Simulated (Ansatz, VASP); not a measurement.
Cr in VASP and in Ansatz

The input INCAR:

```
SYSTEM = Cr
PREC = Accurate ; ENCUT = 600
EDIFF = 1E-6 ; ISMEAR = -1
SIGMA = 0.05 ; LREAL = .FALSE.
LASPH = .TRUE. ; NELM = 200
ALGO = Normal ; ISIF = 2
LWAVE = .FALSE. ; LCHARG = .FALSE.
ISPIN = 2 ; MAGMOM = 1.5
LORBIT = 11 ; NUPDOWN = 1.5
LMAXMIX = 4 ; GGA = PS
NBANDS = 17 ; GGA_COMPAT = .FALSE.
```

KPOINTS

```
regular mesh
0
G
  10 10 10
  0 0 0
```

Contents of POSCAR:

```
Cr
1.0
   -1.4844496776      1.4844496776      1.4844496776
    1.4844496776     -1.4844496776      1.4844496776
    1.4844496776      1.4844496776     -1.4844496776
Cr
1
Direct
    0.0000000000      0.0000000000      0.0000000000
```

Contents of input.yaml:

```yaml
crystal:
  lattice:
    - [-1.4844496776, 1.4844496776, 1.4844496776]
    - [1.4844496776, -1.4844496776, 1.4844496776]
    - [1.4844496776, 1.4844496776, -1.4844496776]
  atoms:
    - { symbol: Cr, position: [0.0, 0.0, 0.0], spin: 1.5 }
hamiltonian:
  xc: pbesol
  pseudopotentials: { kind: paw }
magnetization:
  spin_polarized: true
  initial_magnetization: 1.5
  spin_locking: { lock_magnetization: hard }
kpoints:
  mp_grid: { grid: [10, 10, 10] }
scf:
  occupations: { method: fermi_dirac, width: 0.05 }
  lower_state_search: "off"
output:
  forces: true
  stress: true
  eigenvalues: true
```

Alike in both runs: task single point; functional PBEsol; k mesh 10 × 10 × 10; occupations fermi-dirac, width 0.05 eV; collinear spin; fixed moment 1.5 μB.

|  | VASP | Ansatz |
| --- | --- | --- |
| version | VASP 6.6.1 | Ansatz 0.2.0 |
| potentials or method | VASP PAW PBE potentials, release 64 (Cr_sv) | Ansatz PAW |
| plane-wave cutoff (eV) | 600 | 420 |
| valence electrons in the cell | 14 | 14 |

```csv
,VASP,Ansatz,Ansatz less VASP
pressure (GPa),-18.7,-16.4,+2.34
net moment per atom (μB),1.50,1.50,0.000
size of the moment on the site where the two differ most (μB),1.25,1.34,+0.090
```

VASP's potentials were made for PBE, not for PBEsol. Site moments also hang on the region over which each program counts them.
